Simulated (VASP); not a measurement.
**P: relaxation of the atoms with PBE+D3(BJ)**

System: P, a slab with vacuum.

```
P
1.0
     3.18897    0.00000    0.00000
    -1.59449    2.76173    0.00000
     0.00000    0.00000   28.00000
P
2
Direct
  0.33333 0.66667 0.52224
  0.66667 0.33333 0.47776
```

This cell differs from its parent crystal: biaxial strain -0.020.

```
Program                : VASP 6.6.1
Task                   : relaxation of the atoms
Functional             : PBE
Dispersion             : D3(BJ)
Potentials or basis    : VASP PAW PBE potentials, release 64 (P)
Cutoff                 : 520 eV
k mesh                 : 9 × 9 × 1
Occupations            : gaussian, width 0.02 eV
Spin                   : no spin polarisation
Dipole correction      : yes
Further INCAR settings : ALGO = Normal; EDIFF = 1e-06; IBRION = 2; EDIFFG = -0.01; NSW = 60
```

```json
{
 "Energy gained by relaxing": "0.4 meV/atom",
 "Ionic steps": "3",
 "Band gap on the k mesh": "1.76 eV (least direct gap 2.36 eV)",
 "Dispersion energy per atom": "-0.223 eV"
}
```

Step by step:
```tsv
step	energy change (eV)	largest force (eV/Å)	pressure (GPa)
1	0.0000	0.1609	0.51
2	-0.0003	0.1132	0.40
3	-0.0007	0.0016	0.44
```

Final structure:
```
P
1.0
     3.18897    0.00000    0.00000
    -1.59449    2.76173    0.00000
     0.00000    0.00000   28.00000
P
2
Direct
  0.33333 0.66667 0.52240
  0.66667 0.33333 0.47760
```

Levels at points of the mesh, in eV from the valence-band top:
```tsv
k point	band 3	band 4	band 5	band 6	band 7	band 8
(0.00, 0.00, 0.00)	-0.91	0.00	0.00	4.03	4.03	4.42
```

It took 87 s on 1 thread of Intel(R) Xeon(R) Platinum 8259CL CPU @ 2.50GHz (Skylake/Cascade Lake), with other jobs on the host, peak memory 0.34 GiB.

Caveat: the cell differs from its parent crystal (biaxial strain -0.020).
